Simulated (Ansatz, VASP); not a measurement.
Two plane-wave programs on GaN

File INCAR:

```
PREC     = Accurate       # precision mode
ENCUT    = 520            # plane-wave cutoff, eV
EDIFF    = 1E-6           # SCF threshold, eV
ISMEAR   = 0              # smearing method
SIGMA    = 0.05           # smearing width, eV
LREAL    = F              # projectors in reciprocal space
LASPH    = T              # aspherical terms in the spheres
NELM     = 60             # most SCF steps
ALGO     = Normal         # electronic algorithm
ISIF     = 2              # what is computed and relaxed
LWAVE    = F              # write WAVECAR
LCHARG   = F              # write CHGCAR
GGA      = PE             # functional
NBANDS   = 26             # bands
```

Contents of KPOINTS:

```
regular mesh
0
Gamma
  12 12 6
```

The input POSCAR:

```
GaN
1.0
    3.1799996605      0.0000000000      0.0000000000
   -1.5899998303      2.7539604900      0.0000000000
    0.0000000000      0.0000000000      5.1660000000
Ga N
2 2
Direct
    0.3262261992      0.6666666667      0.0000000000
    0.6595595325      0.3333333333      0.5000000000
    0.3687106956      0.6666666667      0.3750000000
    0.7020440289      0.3333333333      0.8750000000
```

Input for Ansatz:

```yaml
crystal:
  lattice:
    - [3.1799996605, 0.0, 0.0]
    - [-1.5899998303, 2.75396049, 0.0]
    - [0.0, 0.0, 5.166]
  atoms:
    - { symbol: Ga, position: [0.3262261992, 0.6666666667, 0.0] }
    - { symbol: Ga, position: [0.6595595325, 0.3333333333, 0.5] }
    - { symbol: "N", position: [0.3687106956, 0.6666666667, 0.375] }
    - { symbol: "N", position: [0.7020440289, 0.3333333333, 0.875] }
basis:
  ecutwfc: 420
kpoints:
  mp_grid: { grid: [12, 12, 6] }
hamiltonian:
  xc: pbe
scf:
  occupations: { method: gaussian, width: 0.05 }
output:
  forces: true
  stress: true
  eigenvalues: true
```

Change from the starting cell: mode 7 (547.4 1/cm) frozen in, largest displacement +0.113 Å.

Alike in both runs: task single point; functional PBE; k mesh 12 × 12 × 6; occupations gaussian, width 0.05 eV; no spin polarisation.

```csv
,VASP,Ansatz
version,VASP 6.6.1,Ansatz 0.2.0
potentials or method,"VASP PAW PBE potentials, release 64 (Ga_d, N), cutoff 520 eV","scalar-relativistic, plane waves, PAW"
valence electrons in the cell,36,36
```

```tsv
	VASP	Ansatz	Ansatz less VASP
gap on the k mesh at the Fermi level (eV)	1.83	1.83	-0.007
least direct gap on the mesh (eV)	1.83	1.83	-0.007
pressure (GPa)	9.2	9.2	+0.03
traceless stress, the component that is largest in VASP (GPa)	5.74	5.88	+0.134
rms of the force components (eV/Å)	1.047	1.065	+0.0180
```

Atom by atom the forces differ by 0.018 eV/Å (rms over components).
